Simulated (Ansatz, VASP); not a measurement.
**Zn2SbO3 in VASP and in Ansatz**

File INCAR:

```
SYSTEM = Zn2SbO3
ALGO     = Normal         ! electronic algorithm
EDIFF    = 1E-6           ! SCF threshold, eV
EDIFFG   = -0.04          ! ionic threshold
ENCUT    = 600            ! plane-wave cutoff, eV
GGA      = PE             ! functional
IBRION   = 2              ! ionic algorithm
ISIF     = 3              ! what is computed and relaxed
ISMEAR   = 0              ! smearing method
LASPH    = .TRUE.         ! aspherical terms in the spheres
LCHARG   = .FALSE.        ! write CHGCAR
LREAL    = .FALSE.        ! projectors in reciprocal space
LWAVE    = .FALSE.        ! write WAVECAR
NELM     = 80             ! most SCF steps
NSW      = 90             ! ionic steps
PREC     = Accurate       ! precision mode
SIGMA    = 0.1            ! smearing width, eV
```

The input KPOINTS:

```
k-points
0
G
  6 6 6
  0 0 0
```

The input POSCAR:

```
Zn2SbO3
1.0
    5.4672410000      0.0000000000      0.0000000000
   -2.7336205000      4.7347696000      0.0000000000
    0.0000000000      0.0000000000      3.2051802500
Zn Sb O
2 1 3
Direct
    0.6666666700      0.3333333300      0.5000000000
    0.3333333300      0.6666666700      0.5000000000
    0.0000000000      0.0000000000      0.5000000000
    0.0000000000      0.5000000000      0.0000000000
    0.5000000000      0.5000000000      0.0000000000
    0.5000000000      0.0000000000      0.0000000000
```

Input for Ansatz:

```yaml
crystal:
  lattice:
    - [5.467241, 0.0, 0.0]
    - [-2.7336205, 4.7347696, 0.0]
    - [0.0, 0.0, 3.20518025]
  atoms:
    - { symbol: Zn, position: [0.66666667, 0.33333333, 0.5] }
    - { symbol: Zn, position: [0.33333333, 0.66666667, 0.5] }
    - { symbol: Sb, position: [0.0, 0.0, 0.5] }
    - { symbol: O, position: [0.0, 0.5, 0.0] }
    - { symbol: O, position: [0.5, 0.5, 0.0] }
    - { symbol: O, position: [0.5, 0.0, 0.0] }
basis:
  ecutwfc: 420
kpoints:
  mp_grid: { grid: [6, 6, 6] }
hamiltonian:
  xc: pbe
scf:
  occupations: { method: gaussian, width: 0.1 }
  lower_state_search: "off"
output:
  forces: true
  stress: true
  eigenvalues: true
relax:
  adjacent_minimum: "off"
  f_tol: 0.04
  max_steps: 70
  cell: { stress_tol: 0.4 }
```

Change from the starting cell: species swapped into the DyB2Rh3 type (P6/mmm, No. 191).

Alike in both runs: task relaxation of cell and atoms; functional PBE; k mesh 6 × 6 × 6; occupations gaussian, width 0.1 eV; no spin polarisation.

|  | VASP | Ansatz |
| --- | --- | --- |
| version | VASP 6.6.1 | Ansatz 0.2.0 |
| potentials or method | VASP PAW PBE potentials, release 64 (Zn, Sb, O), cutoff 600 eV | scalar-relativistic, plane waves, PAW |
| valence electrons in the cell | 47 | 57 |

```tsv
	VASP	Ansatz	Ansatz less VASP
gap on the k mesh at the Fermi level, each at its own relaxed structure (eV)	none	none	-
relaxed volume (Å³/atom)	12.53	12.53	0.000
relaxed length of the cell vector where the two differ most in proportion (Å)	2.831	2.833	+0.0026
```

A gap of «none» marks a metal or a gap that the smearing closes. VASP's potentials hold 47 valence electrons a cell and Ansatz's 57, so a difference there can come from the potentials and not from the codes.

Neither program's run includes spin-orbit coupling.
